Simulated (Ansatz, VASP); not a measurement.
## AlN: VASP beside Ansatz

```xyz
2
Lattice="0.0000 1.9690 1.9690 1.9690 0.0000 1.9690 1.9690 1.9690 0.0000" Properties=species:S:1:pos:R:3 pbc="T T T"
Al    0.0000    0.0000    0.0000
N     1.9690    1.9690    1.9690
```

Alike in both runs: task single point; functional PBE; k mesh 8 × 8 × 8; occupations gaussian, width 0.1 eV; no spin polarisation.

```csv
,VASP,Ansatz
version,VASP 6.6.1,Ansatz 0.2.0
potentials or method,"VASP PAW PBE potentials, release 64 (Al, N), cutoff 600 eV","scalar-relativistic, plane waves, PAW"
valence electrons in the cell,8,8
```

VASP gave:

```
gap on the k mesh at the Fermi level (eV) : 5.16
least direct gap on the mesh (eV)         : 6.87
```

Q: Which values does Ansatz return?

A: gap on the k mesh at the Fermi level (eV): 5.14; least direct gap on the mesh (eV): 6.85.
